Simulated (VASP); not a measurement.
# Ta (P6/mmm) in VASP: notebook

The runs below take Ta through single point, relaxation of cell and atoms, with r2SCAN.

All numbers are computed with VASP 6.6.1; they aren't measurements. Logs are shortened: lines on timing, memory, paths and dates and some standing lists are left out, and cuts for length are marked.

## Step 1: The cell of the first run

The structure is hexagonal, space group P6/mmm (No. 191). Conventional cell: a = 4.975 Å, b = 4.975 Å, c = 2.783 Å, α = 90.00°, β = 90.00°, γ = 120.00°. Ta (site symmetry 6/mmm) has 14 Ta at 2.78 to 3.19 Å within 3.7 Å. Within 3.7 Å of Ta (site symmetry -6m2) lie 11 Ta at 2.78 to 3.19 Å.

This isn't the form of Ta at room conditions, which is bcc.

## Step 2: Single point, r2SCAN (19.88 Å³/atom)

POSCAR reads:

```
Ta
1.0
    4.9753229823      0.0000000000      0.0000000000
   -2.4876614911      4.3087560947      0.0000000000
    0.0000000000      0.0000000000      2.7827122899
Ta
3
Direct
    1.0000000000      0.0000000000      0.0000000000
    0.3333333333      0.6666666667      0.5000000000
    0.6666666667      0.3333333333      0.5000000000
```

INCAR.step1 reads:

```
SYSTEM = Ta
ALGO = Normal ; EDIFF = 1E-4
ENCUT = 520 ; GGA = PE
ISMEAR = -1 ; LASPH = .TRUE.
LCHARG = .FALSE. ; LREAL = .FALSE.
LWAVE = .TRUE. ; NBANDS = 24
NELM = 60 ; PREC = Accurate
SIGMA = 0.1
```

INCAR.step2 reads:

```
SYSTEM = Ta
ALGO = Normal ; EDIFF = 1E-6
ENCUT = 520 ; ISIF = 2
ISMEAR = -1 ; ISTART = 1
LASPH = .TRUE. ; LCHARG = .TRUE.
LELF = .TRUE. ; LMIXTAU = .TRUE.
LREAL = .FALSE. ; LVHAR = .TRUE.
LWAVE = .FALSE. ; METAGGA = R2SCAN
NBANDS = 24 ; NELM = 60
PREC = Accurate ; SIGMA = 0.1
```

KPOINTS reads:

```
k-points
0
G
  9 9 13
  0 0 0
```

Potentials or basis: VASP PAW PBE potentials, release 64 (Ta_pv).

Command:

```
$ cat potpaw_PBE.64/Ta_pv/POTCAR > POTCAR
$ cp INCAR.step1 INCAR
$ mpirun -np 1 vasp_std > vasp.out
$ cp INCAR.step2 INCAR
$ mpirun -np 1 vasp_std > vasp.out
```

OUTCAR:

```text
SYSTEM = Ta
   EDIFF = 1E-6
   ENCUT = 520
   ISIF = 2
   ISMEAR = -1
   ISTART = 1
   LASPH = .TRUE.
   LREAL = .FALSE.
   METAGGA = R2SCAN
   NELM = 60
   PREC = Accurate

 ion  position               nearest neighbor table
   1  0.000  0.000  0.000-   2 3.19   3 3.19   2 3.19   3 3.19   2 3.19   2 3.19   3 3.19   3 3.19
                             3 3.19   3 3.19   2 3.19   2 3.19
   2  0.333  0.667  0.500-   3 2.87   3 2.87   3 2.87   1 3.19   1 3.19   1 3.19   1 3.19   1 3.19
                             1 3.19
   3  0.667  0.333  0.500-   2 2.87   2 2.87   2 2.87   1 3.19   1 3.19   1 3.19   1 3.19   1 3.19
                             1 3.19

  LATTYP: Found a hexagonal cell.
 ALAT       =     4.9753229823
 C/A-ratio  =     0.5593028432

  Lattice vectors:

 A1 = (   4.9753229823,   0.0000000000,   0.0000000000)
 A2 = (  -2.4876614911,   4.3087560947,   0.0000000000)
 A3 = (   0.0000000000,   0.0000000000,   2.7827122899)

Analysis of symmetry for initial positions (statically):
=====================================================================
 Subroutine PRICEL returns:
 Original cell was already a primitive cell.

 Routine SETGRP: Setting up the symmetry group for a
 hexagonal supercell.

 Subroutine GETGRP returns: Found 24 space group operations
 (whereof 24 operations were pure point group operations)
 out of a pool of 24 trial point group operations.

The static configuration has the point symmetry D_6h.

Analysis of symmetry for dynamics (positions and initial velocities):
=====================================================================
 Subroutine PRICEL returns:
 Original cell was already a primitive cell.

 Routine SETGRP: Setting up the symmetry group for a
 hexagonal supercell.

 Subroutine GETGRP returns: Found 24 space group operations
 (whereof 24 operations were pure point group operations)
 out of a pool of 24 trial point group operations.

The dynamic configuration has the point symmetry D_6h.

 Subroutine INISYM returns: Found 24 space group operations
 (whereof 24 operations are pure point group operations),
 and found     1 'primitive' translations

----------------------------------------------------------------------------------------

                                     Primitive cell

  volume of cell :      59.6543

  direct lattice vectors                    reciprocal lattice vectors
[... 87 lines left out ...]
   ENCUT  =  520.0 eV  38.22 Ry    6.18 a.u.   9.25  9.25  5.17*2*pi/ulx,y,z
   NELM   =     60;   NELMIN=  2; NELMDL=  0     # of ELM steps
   EDIFF  = 0.1E-05   stopping-criterion for ELM
   LREAL  =      F    real-space projection
   EDIFFG = 0.1E-04   stopping-criterion for IOM
   NSW    =      0    number of steps for IOM
   IBRION =     -1    ionic relax: 0-MD 1-quasi-New 2-CG
   NFREE  =      0    steps in history (QN), initial steepest desc. (CG)
   ISIF   =      2    stress and relaxation
   ISYM   =      2    0-nonsym 1-usesym 2-fastsym
   POTIM  = 0.5000    time-step for ionic-motion
   TEBEG  =    0.0;   TEEND  =   0.0 temperature during run
   PSTRESS=    0.0 pullay stress
   NELECT =      33.0000    total number of electrons
   NUPDOWN=      -1.0000    fix difference up-down
   EMIN   =  10.00;   EMAX   =-10.00  energy-range for DOS
   EFERMI =   0.00;   METHOD = LEGACY
   ISMEAR =    -1;   SIGMA  =   0.10  broadening in eV -4-tet -1-fermi 0-gaus
   EFERMI_NEDOS =   21; number of points for ismear=-14 and -15
   IALGO  =     38    algorithm
   IMIX   =      4    mixing-type and parameters
     AMIX     =   0.40;   BMIX     =  1.00
     AMIX_MAG =   1.60;   BMIX_MAG =  1.00
  volume/ion in A,a.u.               =      19.88       134.19
  Fermi-wavevector in a.u.,A,eV,Ry     =   1.343896  2.539595 24.572888  1.806056
  Thomas-Fermi vector in A             =   2.471933
   LORBIT       =      0    0 simple, 1 ext, 2 COOP (PROOUT), +10 PAW based schemes
   METAGGA = R2SCAN    functional components
   LHFCALC =     F    Hartree Fock is set to
   AEXX    =    0.0000 exact exchange contribution
   IVDW    =     0    specifies the selected vdW correction
   LEPSILON=     F    determine dielectric tensor
   LRPA    =     F    only Hartree local field effects (RPA)
 non-spin polarized calculation
  energy-cutoff  :      520.00
  volume of cell :       59.65
 maximum number of plane-waves:      1619
 NGX is ok and might be reduce to    40
   NGX = 19   NGY = 19   NGZ = 11

 number of electron      33.0000003 magnetization

 Free energy of the ion-electron system (eV)
  ---------------------------------------------------
  ext. energy  EPLUGINS =         0.00000000
  ---------------------------------------------------
  free energy    TOTEN  =      -144.95545837 eV

  energy without entropy =     -144.85723707  energy(sigma->0) =     -144.90634772

 E-fermi :   4.8902     XC(G=0): -13.1815

 val. band max:        4.8777878108   @ k =   0.3333   0.3333   0.4615
 cond. band min:       4.8942416640   @ k =   0.2222   0.1111   0.3846
 fundamental gap:      0.0164538532
 Fermi energy:         4.8901900543

 k-point     1 :       0.0000    0.0000    0.0000
  band No.  band energies     occupation
      1     -30.7729      2.00000
      2     -30.7729      2.00000
      3     -30.6560      2.00000
      4     -30.6560      2.00000
      5     -30.1287      2.00000
      6     -30.1287      2.00000
[... 637 lines left out ...]
     23       8.9066      0.00000
     24       9.5967      0.00000

 [... further k-points ...]

------------------------ aborting loop because EDIFF is reached ----------------------------------------

  FORCE on cell =-STRESS in cart. coord.  units (eV):
  Direction    XX          YY          ZZ          XY          YZ          ZX
  --------------------------------------------------------------------------------------
  -------------------------------------------------------------------------------------
  Total       -4.4077536     -4.4077536     -5.0634610     -0.0000000     -0.0000000      0.0000000
  in kB     -118.3821964   -118.3821964   -135.9929993     -0.0000000     -0.0000000      0.0000000
  external PRESSURE =    -124.2524640 kB  Pullay stress =       0.0000000 kB

 VOLUME and BASIS-vectors are now :
 -----------------------------------------------------------------------------
  energy-cutoff  :      520.00
  volume of cell :       59.65
      direct lattice vectors                 reciprocal lattice vectors
     4.975322982  0.000000000  0.000000000     0.200991977  0.116042772  0.000000000
    -2.487661491  4.308756095  0.000000000     0.000000000  0.232085543  0.000000000
     0.000000000  0.000000000  2.782712290     0.000000000  0.000000000  0.359361621

 POSITION                                       TOTAL-FORCE (eV/Angst)
 -----------------------------------------------------------------------------------
      0.00000      0.00000      0.00000        -0.000000      0.000000      0.000000
     -0.00000      2.87250      1.39136         0.000000      0.000000      0.000000
      2.48766      1.43625      1.39136        -0.000000      0.000000     -0.000000
 -----------------------------------------------------------------------------------
    total drift:                                0.000000     -0.000000      0.000000

  FREE ENERGIE OF THE ION-ELECTRON SYSTEM (eV)
  ---------------------------------------------------
  free  energy   TOTEN  =      -144.9554583750 eV

  energy  without entropy=     -144.8572370690  energy(sigma->0) =     -144.90634772
```

OSZICAR.step1:

```text
N       E                     dE             d eps       ncg     rms          rms(c)
DAV:   1     0.285600796696E+03    0.28560E+03   -0.17910E+04  4032   0.138E+03
DAV:   2    -0.271443347999E+02   -0.31275E+03   -0.30340E+03  4704   0.404E+02
DAV:   3    -0.361318048379E+02   -0.89875E+01   -0.86584E+01  5264   0.638E+01
DAV:   4    -0.362635368493E+02   -0.13173E+00   -0.13141E+00  4480   0.785E+00
DAV:   5    -0.362660403314E+02   -0.25035E-02   -0.25028E-02  5496   0.861E-01    0.198E+01
DAV:   6    -0.350462478100E+02    0.12198E+01   -0.14665E+00  4472   0.922E+00    0.929E+00
DAV:   7    -0.347029286452E+02    0.34332E+00   -0.12130E+00  4720   0.826E+00    0.850E-01
DAV:   8    -0.346950311898E+02    0.78975E-02   -0.36172E-02  5080   0.198E+00    0.565E-01
DAV:   9    -0.346931476014E+02    0.18836E-02   -0.79160E-03  4752   0.751E-01    0.111E-01
DAV:  10    -0.346930954605E+02    0.52141E-04   -0.38956E-04  4456   0.153E-01
   1 F= -.34693095E+02 E0= -.34637780E+02  d E =-.110631E+00
```

It took 4.3 min on 1 thread of AMD EPYC 9R45 (Zen 5), shared host; peak memory 0.22 GiB.

Results:

* Free energy: -144.9555 eV
* Pressure: -12.4 GPa
* Band gap on the k mesh: zero (an odd number of electrons rules out a gap without spin polarisation)

Caveat: the cell stands under tension; the PAW data sets were made with another functional, which shifts forces and pressure a little; spin-orbit coupling is left out, which moves the levels of the heavy elements.

## Step 3: Single point, r2SCAN (20.62 Å³/atom)

This run uses another cell than the first one, of 20.62 Å³/atom.

POSCAR reads:

```
Ta
1.0
    5.0360036332      0.0000000000      0.0000000000
   -2.5180018166      4.3613070799      0.0000000000
    0.0000000000      0.0000000000      2.8166511505
Ta
3
Direct
    1.0000000000      0.0000000000      0.0000000000
    0.3333333333      0.6666666667      0.5000000000
    0.6666666667      0.3333333333      0.5000000000
```

INCAR.step1 reads:

```
SYSTEM = Ta
PREC = Accurate ; ENCUT = 520
ISMEAR = -1 ; SIGMA = 0.1
LREAL = .False. ; LASPH = .True.
NELM = 80 ; NBANDS = 24
GGA = PE ; ALGO = Normal
EDIFF = 1E-4 ; LWAVE = .True.
LCHARG = .False.
```

INCAR.step2 reads:

```
SYSTEM = Ta
PREC = Accurate ; ENCUT = 520
EDIFF = 1E-6 ; ISMEAR = -1
SIGMA = 0.1 ; LREAL = .False.
LASPH = .True. ; NELM = 80
ALGO = Normal ; ISIF = 2
LWAVE = .False. ; LCHARG = .True.
METAGGA = R2SCAN ; LMIXTAU = .True.
LELF = .True. ; LVHAR = .True.
NBANDS = 24 ; ISTART = 1
```

KPOINTS reads:

```
Automatic mesh
0
Gamma
  9 9 13
  0 0 0
```

Potentials or basis: VASP PAW PBE potentials, release 64 (Ta_pv).

Command:

```
$ cat potpaw_PBE.64/Ta_pv/POTCAR > POTCAR
$ cp INCAR.step1 INCAR
$ mpirun -np 1 vasp_std > vasp.out
$ cp INCAR.step2 INCAR
$ mpirun -np 1 vasp_std > vasp.out
```

It took 4.5 min on 1 thread of AMD EPYC 9R45 (Zen 5), shared host; peak memory 0.23 GiB.

The run converged. Its results:

| Property | Result |
| --- | --- |
| Free energy | -144.7493 eV |
| Pressure | -17.4 GPa |
| Band gap on the k mesh | zero (an odd number of electrons rules out a gap without spin polarisation) |

Stress tensor (GPa, compression positive):
```
-16.62   0.00   0.00
  0.00 -16.62   0.00
  0.00   0.00 -18.87
```

Levels at points of the mesh, in eV from the Fermi level:
```csv
k point,band 13,band 14,band 15,band 16,band 17,band 18,band 19,band 20,band 21,band 22
"(0.00, 0.00, 0.00)",-1.54,-1.54,-1.53,-1.53,-0.71,1.05,1.05,3.29,3.29,3.30
```

Caveat: the cell stands under tension; the PAW data sets were made with another functional, which shifts forces and pressure a little; spin-orbit coupling is left out, which moves the levels of the heavy elements.

## Step 4: Single point, r2SCAN

This run uses another cell than the first one, of 18.41 Å³/atom.

POSCAR reads:

```
Ta
1.0
    4.8493108846      0.0000000000      0.0000000000
   -2.4246554423      4.1996264169      0.0000000000
    0.0000000000      0.0000000000      2.7122333654
Ta
3
Direct
    1.0000000000      0.0000000000      0.0000000000
    0.3333333333      0.6666666667      0.5000000000
    0.6666666667      0.3333333333      0.5000000000
```

INCAR.step1 reads:

```
PREC     = Accurate       # precision mode
ENCUT    = 520            # plane-wave cutoff, eV
ISMEAR   = -1             # smearing method
SIGMA    = 0.1            # smearing width, eV
LREAL    = False          # projectors in reciprocal space
LASPH    = True           # aspherical terms in the spheres
NELM     = 60             # most SCF steps
NBANDS   = 24             # bands
GGA      = PE             # functional
ALGO     = Normal         # electronic algorithm
EDIFF    = 1E-4           # SCF threshold, eV
LWAVE    = True           # write WAVECAR
LCHARG   = False          # write CHGCAR
```

INCAR.step2 reads:

```
PREC     = Accurate       # precision mode
ENCUT    = 520            # plane-wave cutoff, eV
EDIFF    = 1E-6           # SCF threshold, eV
ISMEAR   = -1             # smearing method
SIGMA    = 0.1            # smearing width, eV
LREAL    = False          # projectors in reciprocal space
LASPH    = True           # aspherical terms in the spheres
NELM     = 60             # most SCF steps
ALGO     = Normal         # electronic algorithm
ISIF     = 2              # what is computed and relaxed
LWAVE    = False          # write WAVECAR
LCHARG   = False          # write CHGCAR
METAGGA  = R2SCAN         # meta-GGA
LMIXTAU  = True         
NBANDS   = 24             # bands
ISTART   = 1
```

KPOINTS reads:

```
regular mesh
0
Gamma
  10 10 15
```

Command:

```
$ cat potpaw_PBE.64/Ta_pv/POTCAR > POTCAR
$ cp INCAR.step1 INCAR
$ mpirun -np 1 vasp_std > vasp.out
$ cp INCAR.step2 INCAR
$ mpirun -np 1 vasp_std > vasp.out
```

Run time: 4.6 min. Hardware: 1 thread of AMD EPYC 9R45 (Zen 5), shared host; peak memory 0.22 GiB.

Results (log left out):

| Quantity | Value |
| --- | --- |
| Free energy | -145.1240 eV |
| Pressure | 0.5 GPa |
| Band gap on the k mesh | zero (an odd number of electrons rules out a gap without spin polarisation) |

Stress tensor (GPa, compression positive):
```
0.58 0.00 0.00
0.00 0.58 0.00
0.00 0.00 0.34
```

Levels at points of the mesh, in eV from the Fermi level:
| k point | band 13 | band 14 | band 15 | band 16 | band 17 | band 18 | band 19 | band 20 | band 21 | band 22 |
| --- | --- | --- | --- | --- | --- | --- | --- | --- | --- | --- |
| (0.00, 0.00, 0.00) | -1.64 | -1.64 | -1.59 | -1.59 | -0.79 | 1.12 | 1.12 | 3.63 | 3.63 | 3.69 |
| (0.50, 0.00, 0.00) | -2.04 | -1.91 | -1.62 | -1.00 | -0.79 | 0.59 | 2.44 | 3.82 | 3.85 | 3.90 |

Caveat: the PAW data sets were made with another functional, which shifts forces and pressure a little; spin-orbit coupling is left out, which moves the levels of the heavy elements.

## Step 5: Relaxation of cell and atoms, r2SCAN

This run uses another cell than the first one, of 18.06 Å³/atom.

POSCAR reads:

```
Ta
1.0
    4.6735112553      0.0000000000      0.0000000000
   -2.3367556276      4.0473794720      0.0000000000
    0.0000000000      0.0000000000      2.8648623995
Ta
3
Direct
    0.0000000000      0.0000000000      0.0000000000
    0.3333333333      0.6666666667      0.5000000000
    0.6666666667      0.3333333333      0.5000000000
```

INCAR.step1 reads:

```
SYSTEM = Ta
PREC     = Accurate       ! precision mode
ENCUT    = 600            ! plane-wave cutoff, eV
ISMEAR   = -1             ! smearing method
SIGMA    = 0.1            ! smearing width, eV
LREAL    = .False.        ! projectors in reciprocal space
LASPH    = .True.         ! aspherical terms in the spheres
NELM     = 60             ! most SCF steps
GGA      = PE             ! functional
ALGO     = Normal         ! electronic algorithm
EDIFF    = 1E-4           ! SCF threshold, eV
LWAVE    = .True.         ! write WAVECAR
LCHARG   = .False.        ! write CHGCAR
```

INCAR.step2 reads:

```
SYSTEM = Ta
PREC     = Accurate       ! precision mode
ENCUT    = 600            ! plane-wave cutoff, eV
EDIFF    = 1E-6           ! SCF threshold, eV
ISMEAR   = -1             ! smearing method
SIGMA    = 0.1            ! smearing width, eV
LREAL    = .False.        ! projectors in reciprocal space
LASPH    = .True.         ! aspherical terms in the spheres
NELM     = 60             ! most SCF steps
ALGO     = Normal         ! electronic algorithm
ISIF     = 3              ! what is computed and relaxed
LWAVE    = .False.        ! write WAVECAR
LCHARG   = .False.        ! write CHGCAR
METAGGA  = R2SCAN         ! meta-GGA
LMIXTAU  = .True.       
IBRION   = 2              ! ionic algorithm
NSW      = 80             ! ionic steps
EDIFFG   = -0.01          ! ionic threshold
ISTART   = 1
```

KPOINTS reads:

```
Automatic mesh
0
Gamma
  8 8 11
  0 0 0
```

Command:

```
$ cat potpaw_PBE.64/Ta_pv/POTCAR > POTCAR
$ cp INCAR.step1 INCAR
$ mpirun -np 1 vasp_std > vasp.out
$ cp INCAR.step2 INCAR
$ mpirun -np 1 vasp_std > vasp.out
```

It took 55 min on 1 thread of Oxide Virtual Turin-like, shared host; peak memory 0.22 GiB.

The run converged. Its results:

```
Free energy                           : -145.1169 eV
Relaxed volume                        : 18.47 Å³/atom
Relaxed cell                          : a = 4.855 Å, b = 4.855 Å, c = 2.715 Å, α = 90.00°, β = 90.00°, γ = 120.00°
Space group after relaxing (to 0.1 Å) : P6/mmm (No. 191)
Energy gained by relaxing             : 108.2 meV/atom
Ionic steps                           : 9
Pressure after relaxing               : 0.0 GPa
Band gap on the k mesh                : zero (an odd number of electrons rules out a gap without spin polarisation)
```

The path:
| step | energy change (eV) | largest force (eV/Å) | pressure (GPa) | volume (Å³) |
| --- | --- | --- | --- | --- |
| 1 | 0.0000 | 0.0000 | 4.51 | 54.19 |
| 2 | -0.1408 | 0.0000 | -6.26 | 57.85 |
| 3 | -0.3129 | 0.0000 | -3.36 | 56.41 |
| 4 | -0.3129 | 0.0000 | -3.25 | 56.37 |
| 5 | -0.2807 | 0.0000 | 6.29 | 53.80 |
| 6 | -0.3245 | 0.0000 | -0.21 | 55.49 |
| 7 | -0.3245 | 0.0000 | -0.16 | 55.47 |
| 8 | -0.3245 | 0.0000 | 0.11 | 55.38 |
| 9 | -0.3246 | 0.0000 | 0.01 | 55.42 |

Final structure:
```yaml
crystal:
  lattice:
    - [4.85506, 0.00000, 0.00000]
    - [-2.42753, 4.20460, 0.00000]
    - [0.00000, 0.00000, 2.71492]
  atoms:
    - { symbol: Ta, position: [0.00000, 0.00000, 0.00000] }
    - { symbol: Ta, position: [0.33333, 0.66667, 0.50000] }
    - { symbol: Ta, position: [0.66667, 0.33333, 0.50000] }
```

Levels at points of the mesh, in eV from the Fermi level:
```tsv
k point	band 13	band 14	band 15	band 16	band 17	band 18	band 19	band 20
(0.00, 0.00, 0.00)	-1.62	-1.62	-1.58	-1.58	-0.78	1.13	1.13	3.64
(0.50, 0.00, 0.00)	-2.02	-1.88	-1.60	-0.99	-0.78	0.59	2.45	3.82
```

Caveat: the PAW data sets were made with another functional, which shifts forces and pressure a little; spin-orbit coupling is left out, which moves the levels of the heavy elements.

## Step 6: Overview

```tsv
task	cell	k mesh	cutoff (eV)	gap on the mesh (eV)	pressure (GPa)
single point	a = 4.975, b = 4.975, c = 2.783 Å, angles 90.0, 90.0, 120.0°, 3 atoms	9 × 9 × 13	520	none	-12.4
single point	a = 5.036, b = 5.036, c = 2.817 Å, angles 90.0, 90.0, 120.0°, 3 atoms	9 × 9 × 13	520	none	-17.4
single point	a = 4.849, b = 4.849, c = 2.712 Å, angles 90.0, 90.0, 120.0°, 3 atoms	10 × 10 × 15	520	none	0.5
relaxation of cell and atoms	relaxed from a = 4.674, b = 4.674, c = 2.865 Å, angles 90.0, 90.0, 120.0°, 3 atoms	8 × 8 × 11	600	none	0.0
```

Alike in all rows: level r2SCAN; potentials or basis VASP PAW PBE potentials, release 64 (Ta_pv); no spin polarisation; smearing fermi-dirac 0.1 eV.

Caveats: the PAW data sets were made with another functional, which shifts forces and pressure a little; spin-orbit coupling is left out, which moves the levels of the heavy elements; the cell stands under tension (at least some runs).

Total energies depend on the potentials used, so only differences within one code and one set of settings carry meaning.
